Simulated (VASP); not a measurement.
Runs of VASP 6.6.1 on Nb. The structure is that of space group Fddd (No. 70), or close to it. The cells are those of the table. 

```csv
spin,cell,k mesh,cutoff (eV),smearing,gap on the mesh (eV),pressure (GPa),moment (μB),largest force (eV/Å)
collinear,"a = 2.912, b = 2.912, c = 4.918 Å, angles 97.0, 97.0, 126.0°, 2 atoms",15 × 15 × 7,520,fermi-dirac 0.05 eV,none,26.6,0.00,0.02
off,"a = 2.999, b = 2.999, c = 5.062 Å, angles 97.0, 97.0, 126.0°, 2 atoms",15 × 15 × 7,500,fermi-dirac 0.1 eV,none,(a),-,0.01
collinear,"a = 3.156, b = 3.156, c = 5.330 Å, angles 97.0, 97.0, 126.0°, 2 atoms",15 × 15 × 7,520,fermi-dirac 0.05 eV,none,(b),0.00,0.02
off,"a = 3.040, b = 3.040, c = 5.131 Å, angles 97.0, 97.0, 126.0°, 2 atoms",13 × 13 × 9,500,fermi-dirac 0.1 eV,none,-0.3,-,-
off,"a = 3.119, b = 3.119, c = 5.265 Å, angles 97.0, 97.0, 126.0°, 2 atoms",15 × 15 × 7,500,fermi-dirac 0.1 eV,none,-11.3,-,0.01
```

Alike in all rows: task single point; level PBE; potentials or basis VASP PAW PBE potentials, release 64 (Nb_sv).

Q: Estimate the missing entries.

A: (a) 7.0; (b) -15.4.

Caveats: the cell stands under pressure (at least some runs); the cell stands under tension (at least some runs).

A k mesh can miss the band edges, and the runs leave out spin-orbit coupling on Nb.

A gap of «none» marks levels without a gap at the run's occupations.
